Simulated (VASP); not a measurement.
# LiH (Fm-3m) in VASP: phonons with PBE+D3(BJ)

Aim: the phonons of LiH with PBE+D3(BJ).

Everything below comes from runs of VASP 6.6.1. Logs are shortened: lines on timing, memory, paths and dates and some standing lists are left out, and cuts for length are marked.

**1. The cell of the first run**

The structure is cubic, space group Fm-3m (No. 225). The conventional cell has a = 3.878 Å, b = 3.878 Å, c = 3.878 Å, α = 90.00°, β = 90.00°, γ = 90.00°. Li (site symmetry m-3m) has 6 H at 1.94 Å within 2.6 Å. Within 2.6 Å of H (site symmetry m-3m) lie 6 Li at 1.94 Å.

**2. Phonons, PBE+D3(BJ)**

File INCAR:

```
SYSTEM = LiH
ALGO = Normal ; EDIFF = 1E-8
ENCUT = 750 ; GGA = PE
GGA_COMPAT = .FALSE. ; IBRION = 6
ISIF = 2 ; ISMEAR = 0
IVDW = 12 ; LASPH = .TRUE.
LCHARG = .FALSE. ; LREAL = .FALSE.
LWAVE = .FALSE. ; NELM = 120
NFREE = 2 ; NSW = 1
POTIM = 0.015 ; PREC = Accurate
SIGMA = 0.01
```

File KPOINTS:

```
k-points
0
G
  10 10 10
  0 0 0
```

File POSCAR:

```
LiH
1.0
    0.0000000000      1.9391316603      1.9391316603
    1.9391316603      0.0000000000      1.9391316603
    1.9391316603      1.9391316603      0.0000000000
Li H
1 1
Direct
    0.0000000000      0.0000000000      0.0000000000
    0.5000000000      0.5000000000      0.5000000000
```

Potentials or basis: VASP PAW PBE potentials, release 64 (Li_sv, H).

On the command line:

```bash
> cat potpaw_PBE.64/Li_sv/POTCAR potpaw_PBE.64/H/POTCAR > POTCAR
> mpirun -np 1 vasp_std > vasp.out
```

OUTCAR:

```text
SYSTEM = LiH
   EDIFF = 1E-8
   ENCUT = 750
   GGA = PE
   IBRION = 6
   ISIF = 2
   ISMEAR = 0
   IVDW = 12
   LASPH = .TRUE.
   LREAL = .FALSE.
   NELM = 120
   NFREE = 2
   NSW = 1
   POTIM = 0.015
   PREC = Accurate
 IVDW          = 12

 ion  position               nearest neighbor table
   1  0.000  0.000  0.000-
   2  0.500  0.500  0.500-

  LATTYP: Found a face centered cubic cell.
 ALAT       =     3.8782633206

  Lattice vectors:

 A1 = (   0.0000000000,   1.9391316603,   1.9391316603)
 A2 = (   1.9391316603,   0.0000000000,   1.9391316603)
 A3 = (   1.9391316603,   1.9391316603,   0.0000000000)

Analysis of symmetry for initial positions (statically):
=====================================================================
 Subroutine PRICEL returns:
 Original cell was already a primitive cell.

 Routine SETGRP: Setting up the symmetry group for a
 face centered cubic supercell.

 Subroutine GETGRP returns: Found 48 space group operations
 (whereof 48 operations were pure point group operations)
 out of a pool of 48 trial point group operations.

The static configuration has the point symmetry O_h .

Analysis of symmetry for dynamics (positions and initial velocities):
=====================================================================
 Subroutine PRICEL returns:
 Original cell was already a primitive cell.

 Routine SETGRP: Setting up the symmetry group for a
 face centered cubic supercell.

 Subroutine GETGRP returns: Found 48 space group operations
 (whereof 48 operations were pure point group operations)
 out of a pool of 48 trial point group operations.

The dynamic configuration has the point symmetry O_h .

 Subroutine INISYM returns: Found 48 space group operations
 (whereof 48 operations are pure point group operations),
 and found     1 'primitive' translations

----------------------------------------------------------------------------------------

                                     Primitive cell

  volume of cell :      14.5832

  direct lattice vectors                    reciprocal lattice vectors
     0.000000000  1.939131660  1.939131660    -0.257847371  0.257847371  0.257847371
     1.939131660  0.000000000  1.939131660     0.257847371 -0.257847371  0.257847371
     1.939131660  1.939131660  0.000000000     0.257847371  0.257847371 -0.257847371

  length of vectors
     2.742346293  2.742346293  2.742346293     0.446604747  0.446604747  0.446604747

  position of ions in fractional coordinates (direct lattice)
     0.000000000  0.000000000  0.000000000
     0.500000000  0.500000000  0.500000000

  ion indices of the primitive-cell ions
   primitive index   ion index
                 1           1
                 2           2

----------------------------------------------------------------------------------------

 KPOINTS: k-points

Automatic generation of k-mesh.
 Grid dimensions read from file:
 generate k-points for:   10   10   10

 Generating k-lattice:

  Cartesian coordinates                     Fractional coordinates (reciprocal lattice)
    -0.025784737  0.025784737  0.025784737     0.100000000  0.000000000  0.000000000
     0.025784737 -0.025784737  0.025784737     0.000000000  0.100000000  0.000000000
     0.025784737  0.025784737 -0.025784737     0.000000000  0.000000000  0.100000000

  Length of vectors
     0.044660475  0.044660475  0.044660475

  Shift w.r.t. Gamma in fractional coordinates (k-lattice)
     0.000000000  0.000000000  0.000000000

 Subroutine IBZKPT returns following result:
 ===========================================

 Found     47 irreducible k-points:

 Following reciprocal coordinates:
            Coordinates               Weight
  0.000000  0.000000  0.000000      1.000000
  0.100000  0.000000  0.000000      8.000000
  0.200000  0.000000  0.000000      8.000000
  0.300000  0.000000  0.000000      8.000000
  0.400000  0.000000  0.000000      8.000000
  0.500000  0.000000  0.000000      4.000000
[... 16 lines left out ...]
  0.300000  0.300000  0.000000      6.000000
  0.400000  0.300000  0.000000     24.000000
 [... further k-points ...]
   k-points           NKPTS =     47   k-points in BZ     NKDIM =     47   number of bands    NBANDS=      6
   number of dos      NEDOS =    301   number of ions     NIONS =      2
   total plane-waves  NPLWV =  13824
   dimension x,y,z NGX =    24 NGY =   24 NGZ =   24
   dimension x,y,z NGXF=    48 NGYF=   48 NGZF=   48
   ions per type =               1   1
   NGX,Y,Z   is equivalent  to a cutoff of  14.55, 14.55, 14.55 a.u.
   NGXF,Y,Z  is equivalent  to a cutoff of  29.10, 29.10, 29.10 a.u.
 SYSTEM =  LiH
   PREC   = accura    normal or accurate (medium, high low for compatibility)
   ISTART =      0    job   : 0-new  1-cont  2-samecut
   ICHARG =      2    charge: 1-file 2-atom 10-const
   ISPIN  =      1    spin polarized calculation?
   LNONCOLLINEAR =      F non collinear calculations
   LSORBIT =      F    spin-orbit coupling
   LASPH  =      T    aspherical Exc in radial PAW
   ENCUT  =  750.0 eV  55.12 Ry    7.42 a.u.   6.12  6.12  6.12*2*pi/ulx,y,z
   NELM   =    120;   NELMIN=  2; NELMDL= -5     # of ELM steps
   EDIFF  = 0.1E-07   stopping-criterion for ELM
   LREAL  =      F    real-space projection
   EDIFFG = 0.1E-06   stopping-criterion for IOM
   NSW    =     61    number of steps for IOM
   IBRION =      6    ionic relax: 0-MD 1-quasi-New 2-CG
   NFREE  =      2    steps in history (QN), initial steepest desc. (CG)
   ISIF   =      2    stress and relaxation
   ISYM   =      2    0-nonsym 1-usesym 2-fastsym
   POTIM  = 0.0150    time-step for ionic-motion
   TEBEG  =    0.0;   TEEND  =   0.0 temperature during run
   PSTRESS=    0.0 pullay stress
   NELECT =       4.0000    total number of electrons
   NUPDOWN=      -1.0000    fix difference up-down
   EMIN   =  10.00;   EMAX   =-10.00  energy-range for DOS
   EFERMI =   0.00;   METHOD = LEGACY
   ISMEAR =     0;   SIGMA  =   0.01  broadening in eV -4-tet -1-fermi 0-gaus
   EFERMI_NEDOS =   21; number of points for ismear=-14 and -15
   IALGO  =     38    algorithm
   IMIX   =      4    mixing-type and parameters
     AMIX     =   0.40;   BMIX     =  1.00
     AMIX_MAG =   1.60;   BMIX_MAG =  1.00
  volume/ion in A,a.u.               =       7.29        49.21
  Fermi-wavevector in a.u.,A,eV,Ry     =   1.063680  2.010063 15.393829  1.131414
  Thomas-Fermi vector in A             =   2.199173
   LORBIT       =      0    0 simple, 1 ext, 2 COOP (PROOUT), +10 PAW based schemes
   GGA     = PE    functional components
   LHFCALC =     F    Hartree Fock is set to
   AEXX    =    0.0000 exact exchange contribution
   IVDW    =    12    specifies the selected vdW correction
   LEPSILON=     F    determine dielectric tensor
   LRPA    =     F    only Hartree local field effects (RPA)
 finite differences with symmetry
 non-spin polarized calculation
 Gauss-broadening in eV      SIGMA  =   0.01
  energy-cutoff  :      750.00
  volume of cell :       14.58
 maximum number of plane-waves:       700
   NGX = 13   NGY = 13   NGZ = 13

--------------------------------------- Ionic step        1  -------------------------------------------

 number of electron       4.0000003 magnetization

 Free energy of the ion-electron system (eV)
  ---------------------------------------------------
  ext. energy  EPLUGINS =         0.00000000
  ---------------------------------------------------
  free energy    TOTEN  =        -6.10910985 eV

  energy without entropy =       -6.10910985  energy(sigma->0) =       -6.10910985

------------------------ aborting loop because EDIFF is reached ----------------------------------------

 Edisp (eV)   -0.36762

 E8    (eV) :    -0.1350
[... 151 lines left out ...]
--------------------------------------- Ionic step        5  -------------------------------------------

 number of electron       4.0000003 magnetization

 Free energy of the ion-electron system (eV)
  ---------------------------------------------------
  ext. energy  EPLUGINS =         0.00000000
  ---------------------------------------------------
  free energy    TOTEN  =        -6.10893923 eV

  energy without entropy =       -6.10893923  energy(sigma->0) =       -6.10893923

 E-fermi :   0.6480     XC(G=0):  -8.8374

 val. band max:        0.5750961592   @ k =   0.5000   0.5000   0.0000
 cond. band min:       3.4750817045   @ k =   0.5000   0.5000   0.0000
 fundamental gap:      2.8999855453
 Fermi energy:         0.6479680249

 k-point     1 :       0.0000    0.0000    0.0000
  band No.  band energies     occupation
      1     -43.6308      2.00000
      2      -5.2454      2.00000
      3      17.9722      0.00000
      4      19.5088      0.00000
      5      19.5088      0.00000
      6      19.5177      0.00000
[... 199 lines left out ...]
 k-point    24 :       0.4000    0.3000    0.0000
  band No.  band energies     occupation
      1     -43.5603      2.00000
      2      -1.9747      2.00000
      3       7.5590      0.00000
      4      11.5272      0.00000
      5      12.9433      0.00000
      6      17.6859      0.00000

 [... further k-points ...]

------------------------ aborting loop because EDIFF is reached ----------------------------------------

 Edisp (eV)   -0.36762

 E8    (eV) :    -0.1350
[... 25 lines left out ...]
  FREE ENERGIE OF THE ION-ELECTRON SYSTEM (eV)
  ---------------------------------------------------
  free  energy   TOTEN  =        -6.4765613003 eV

  energy  without entropy=       -6.4765613003  energy(sigma->0) =       -6.47656130

 INTERNAL STRAIN TENSORS FROM DISPLACED ATOMS
 ============================================

 INTERNAL STRAIN TENSOR FOR ION    1 for displacements in x,y,z  (eV/Angst):
          X           Y           Z          XY          YZ          ZX
  --------------------------------------------------------------------------------
  x     0.00000     0.00000     0.00000     0.00000     0.00000     0.00000
  y     0.00000     0.00000     0.00000     0.00000     0.00000     0.00000
  z     0.00000     0.00000     0.00000     0.00000     0.00000     0.00000

 INTERNAL STRAIN TENSOR FOR ION    2 for displacements in x,y,z  (eV/Angst):
          X           Y           Z          XY          YZ          ZX
  --------------------------------------------------------------------------------
  x     0.00000     0.00000     0.00000     0.00000     0.00000     0.00000
  y     0.00000     0.00000     0.00000     0.00000     0.00000     0.00000
  z     0.00000     0.00000     0.00000     0.00000     0.00000     0.00000

 Eigenvectors and eigenvalues of the dynamical matrix
 ----------------------------------------------------

   1 f  =   20.553713 THz   129.142786 2PiTHz  685.598060 cm-1    85.003288 meV
             X         Y         Z           dx          dy          dz
      0.000000  0.000000  0.000000     0.350044    0.054297    0.000000
      1.939132  1.939132  1.939132    -0.924107   -0.143343    0.000000
[... 21 lines left out ...]
   6 f/i=    0.019728 THz     0.123955 2PiTHz    0.658058 cm-1     0.081589 meV
             X         Y         Z           dx          dy          dz
      0.000000  0.000000  0.000000     0.017291   -0.914985   -0.192418
      1.939132  1.939132  1.939132     0.006550   -0.346589   -0.072886

 ELASTIC MODULI CONTR FROM IONIC RELAXATION (kBar)
 Direction    XX          YY          ZZ          XY          YZ          ZX
 --------------------------------------------------------------------------------
 XX           0.0000      0.0000      0.0000      0.0000      0.0000      0.0000
 YY           0.0000      0.0000      0.0000      0.0000      0.0000      0.0000
 ZZ           0.0000      0.0000      0.0000      0.0000      0.0000      0.0000
 XY           0.0000      0.0000      0.0000      0.0000      0.0000      0.0000
 YZ           0.0000      0.0000      0.0000      0.0000      0.0000      0.0000
 ZX           0.0000      0.0000      0.0000      0.0000      0.0000      0.0000
 --------------------------------------------------------------------------------
```

It took 40 s on 1 thread of Intel Xeon 8259CL, shared host; peak memory 0.16 GiB.

Results:

- Highest phonon frequency at Γ: 686 cm⁻¹
- Dispersion energy per atom: -0.184 eV

Phonon frequencies in cm⁻¹ (negative: imaginary):
```csv
q point,frequencies
"(0.000, 0.000, 0.000)",-1 -1 -1 686 686 686
```
